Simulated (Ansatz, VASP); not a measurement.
# CdTe in VASP and in Ansatz

POSCAR

```
CdTe
1.0
    0.0000000000      3.3103533787      3.3103533787
    3.3103533787      0.0000000000      3.3103533787
    3.3103533787      3.3103533787      0.0000000000
Cd Te
1 1
Direct
    0.0000000000      0.0000000000      0.0000000000
    0.2500000000      0.2500000000      0.2500000000
```

File INCAR.step1:

```
SYSTEM = CdTe
ALGO = Normal
EDIFF = 1E-4
ENCUT = 520
GGA = PE
ISMEAR = 0
LASPH = .True.
LCHARG = .False.
LREAL = .False.
LWAVE = .True.
NBANDS = 16
NELM = 60
PREC = Accurate
SIGMA = 0.02
```

INCAR.step2

```
SYSTEM = CdTe
ALGO = Normal
EDIFF = 1E-7
ENCUT = 520
ISIF = 2
ISMEAR = 0
ISTART = 1
LASPH = .True.
LCHARG = .True.
LELF = .True.
LMIXTAU = .True.
LREAL = .False.
LVHAR = .True.
LWAVE = .False.
METAGGA = R2SCAN
NBANDS = 16
NELM = 60
PREC = Accurate
SIGMA = 0.02
```

Contents of KPOINTS:

```
k-points
0
Gamma
  8 8 8
  0 0 0
```

Input for Ansatz:

```yaml
crystal:
  lattice:
    - [0.0, 3.3103533787, 3.3103533787]
    - [3.3103533787, 0.0, 3.3103533787]
    - [3.3103533787, 3.3103533787, 0.0]
  atoms:
    - { symbol: Cd, position: [0.0, 0.0, 0.0] }
    - { symbol: Te, position: [0.25, 0.25, 0.25] }
basis:
  ecutwfc: 500
kpoints:
  mp_grid: { grid: [8, 8, 8] }
hamiltonian:
  xc: r2scan
scf:
  occupations: { method: gaussian, width: 0.02 }
output:
  forces: true
  stress: true
  eigenvalues: true
```

Alike in both runs: task single point; functional r2SCAN; k mesh 8 × 8 × 8; occupations gaussian, width 0.02 eV; no spin polarisation.

|  | VASP | Ansatz |
| --- | --- | --- |
| version | VASP 6.6.1 | Ansatz 0.2.0 |
| potentials or method | VASP PAW PBE potentials, release 64 (Cd, Te), cutoff 520 eV | scalar-relativistic, plane waves, PAW |
| valence electrons in the cell | 18 | 36 |

VASP gave:

```
gap on the k mesh at the Fermi level (eV) : 1.06
least direct gap on the mesh (eV)         : 1.06
pressure (GPa)                            : -1.0
```

**Question.** Which values does Ansatz return?

**Answer.** gap on the k mesh at the Fermi level (eV): 1.07; least direct gap on the mesh (eV): 1.07; pressure (GPa): -1.1.

VASP's potentials were made for PBE, not for r2SCAN. VASP's potentials hold 18 valence electrons a cell and Ansatz's 36, so a difference there can come from the potentials and not from the codes.

Spin-orbit coupling is off throughout.
